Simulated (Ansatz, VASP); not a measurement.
## Ba: VASP beside Ansatz

INCAR

```
SYSTEM = Ba
AGGAC = 1.0
AGGAX = 1.0
ALDAC = 0.0
ALDAX = 1.0
ALGO = Normal
EDIFF = 1E-7
ENCUT = 520
GGA = B5
ISIF = 2
ISMEAR = -1
LASPH = .TRUE.
LCHARG = .FALSE.
LREAL = .FALSE.
LWAVE = .FALSE.
NBANDS = 11
NELM = 80
PREC = Accurate
SIGMA = 0.1
```

Contents of KPOINTS:

```
k-points
0
G
  10 10 10
  0 0 0
```

File POSCAR:

```
Ba
1.0
    0.0000000000      3.1381307235      3.1381307235
    3.1381307235      0.0000000000      3.1381307235
    3.1381307235      3.1381307235      0.0000000000
Ba
1
Direct
    0.0000000000      0.0000000000      0.0000000000
```

Input for Ansatz:

```yaml
crystal:
  lattice:
    - [0.0, 3.1381307235, 3.1381307235]
    - [3.1381307235, 0.0, 3.1381307235]
    - [3.1381307235, 3.1381307235, 0.0]
  atoms:
    - { symbol: Ba, position: [0.0, 0.0, 0.0] }
hamiltonian:
  xc: blyp
  pseudopotentials:
    kind: paw
    azcp:
      Ba: "pseudopotentials/Ba.paw.azcp"
basis:
  ecutwfc: 420
  fft_grid_basis: typed
kpoints:
  mp_grid: { grid: [10, 10, 10], shift: [0, 0, 0] }
magnetization:
  spin_polarized: false
scf:
  occupations: { method: fermi_dirac, width: 0.1 }
  lower_state_search: "off"
output:
  stress: true
```

Alike in both runs: task single point; functional BLYP; k mesh 10 × 10 × 10; occupations fermi-dirac, width 0.1 eV; no spin polarisation.

|  | VASP | Ansatz |
| --- | --- | --- |
| version | VASP 6.6.1 | Ansatz 0.2.0 |
| potentials or method | VASP PAW PBE potentials, release 64 (Ba_sv), cutoff 520 eV | plane waves (420 eV) with PAW, scalar-relativistic |
| valence electrons in the cell | 10 | 10 |

```tsv
	VASP	Ansatz	Ansatz less VASP
pressure (GPa)	0.8	0.8	-0.06
```

VASP's potentials were made for PBE, not for BLYP.

Neither program's run includes spin-orbit coupling.
